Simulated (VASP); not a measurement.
Crystal: GaP.

```
Ga P
1.0
     0.00000    2.74343    2.74343
     2.74343    0.00000    2.74343
     2.74343    2.74343    0.00000
Ga P
1 1
Direct
  0.00000 0.00000 0.00000
  0.75000 0.75000 0.75000
```

```yaml
Program: VASP 6.6.1
Task: relaxation of cell and atoms
Functional: PBEsol
Potentials_or_basis: VASP PAW PBE potentials, release 64 (Ga_d, P)
Cutoff: 600 eV
k_mesh: 8 × 8 × 8
Occupations: gaussian, width 0.02 eV
Spin: no spin polarisation
```

At the start: pressure -2.2 GPa; volume 20.65 Å³/atom.

Task: How do energy, volume and symmetry change on relaxing?

Result: Over 3 steps the energy falls by 3.9 meV/atom and the volume is 20.09 Å³/atom (-2.7 %); space group F-43m (No. 216, to 0.05 Å).

The path:
```tsv
step	energy change (eV)	largest force (eV/Å)	pressure (GPa)	volume (Å³)
1	0.0000	0.0000	-2.21	41.30
2	-0.0058	0.0000	1.22	39.62
3	-0.0079	0.0000	-0.04	40.18
```

Final structure:
```
Ga P
1.0
     0.00000    2.71847    2.71847
     2.71847    0.00000    2.71847
     2.71847    2.71847    0.00000
Ga P
1 1
Direct
  0.00000 0.00000 0.00000
  0.75000 0.75000 0.75000
```

Caveat: the PAW data sets were made with another functional, which shifts forces and pressure a little.
